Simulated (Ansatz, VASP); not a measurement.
MgO: VASP beside Ansatz

Contents of POSCAR:

```
MgO
1.0
    0.0000000000      2.1433978385      2.1433978385
    2.1433978385      0.0000000000      2.1433978385
    2.1433978385      2.1433978385      0.0000000000
Mg O
1 1
Direct
    0.0000000000      0.0000000000      0.0000000000
    0.5000000000      0.5000000000      0.5000000000
```

Contents of INCAR.step1:

```
SYSTEM = MgO
  ALGO = Normal
  EDIFF = 1E-5
  ENCUT = 660
  GGA = PE
  GGA_COMPAT = .FALSE.
  ISMEAR = 0
  LASPH = .TRUE.
  LCHARG = .FALSE.
  LREAL = .FALSE.
  LWAVE = .TRUE.
  NBANDS = 15
  NELM = 120
  PREC = Accurate
  SIGMA = 0.02
```

File INCAR.step2:

```
SYSTEM = MgO
  ALGO = Normal
  EDIFF = 1E-6
  ENCUT = 660
  GGA_COMPAT = .FALSE.
  ISIF = 2
  ISMEAR = 0
  ISTART = 1
  LASPH = .TRUE.
  LCHARG = .TRUE.
  LELF = .TRUE.
  LMIXTAU = .TRUE.
  LREAL = .FALSE.
  LVHAR = .TRUE.
  LWAVE = .FALSE.
  METAGGA = R2SCAN
  NBANDS = 15
  NELM = 120
  PREC = Accurate
  SIGMA = 0.02
```

KPOINTS

```
k-points
0
G
  10 10 10
  0 0 0
```

Input for Ansatz:

```yaml
crystal:
  lattice:
    - [0.0, 2.1433978385, 2.1433978385]
    - [2.1433978385, 0.0, 2.1433978385]
    - [2.1433978385, 2.1433978385, 0.0]
  atoms:
    - { symbol: Mg, position: [0.0, 0.0, 0.0] }
    - { symbol: O, position: [0.5, 0.5, 0.5] }
basis:
  ecutwfc: 500
kpoints:
  mp_grid: { grid: [10, 10, 10] }
hamiltonian:
  xc: r2scan
scf:
  occupations: { method: gaussian, width: 0.02 }
output:
  forces: true
  stress: true
  eigenvalues: true
```

Alike in both runs: task single point; functional r2SCAN; k mesh 10 × 10 × 10; occupations gaussian, width 0.02 eV; no spin polarisation.

```csv
,VASP,Ansatz
version,VASP 6.6.1,Ansatz 0.2.0
potentials or method,"VASP PAW PBE potentials, release 64 (Mg_sv, O), cutoff 660 eV","scalar-relativistic, plane waves, PAW"
valence electrons in the cell,16,16
```

Ansatz gave:

| Item | Value |
| --- | --- |
| gap on the k mesh at the Fermi level (eV) | 5.11 |
| least direct gap on the mesh (eV) | 5.11 |
| pressure (GPa) | -8.6 |

Problem. Which values does VASP return?

Solution. gap on the k mesh at the Fermi level (eV): 5.14; least direct gap on the mesh (eV): 5.14; pressure (GPa): -8.8.

VASP's potentials were made for PBE, not for r2SCAN.
